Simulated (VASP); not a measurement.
ZrHg: vibrations by perturbation theory with LDA

The system is ZrHg.

```
CELL_PARAMETERS angstrom
3.05570 0.00000 0.00000
0.00000 3.05570 0.00000
0.00000 0.00000 4.17972
ATOMIC_POSITIONS crystal
Zr 0.50000 0.50000 0.50000
Hg 0.00000 0.00000 0.00000
```

```yaml
Program: VASP 6.6.1
Task: vibrations by perturbation theory
Functional: LDA
Potentials_or_basis: VASP PAW LDA potentials, release 64 (Zr_sv, Hg)
Cutoff: 520 eV
k_mesh: 14 × 14 × 10
Occupations: fermi-dirac, width 0.15 eV
Spin: no spin polarisation
Dipole_correction: no
Further_INCAR_settings: ALGO = Normal; EDIFF = 1e-08; IBRION = 8; NSW = 1
```

* Highest phonon frequency at Γ: 173 cm⁻¹

Phonon frequencies in cm⁻¹ (negative: imaginary):
```tsv
q point	frequencies
(0.000, 0.000, 0.000)	0 0 0 126 126 173
```

It took 6 min on 1 thread of Intel(R) Xeon(R) 6975P-C (Granite Rapids), on a shared host, peak memory 0.58 GiB.

Caveat: the cell stands under pressure or tension, which shifts response properties.
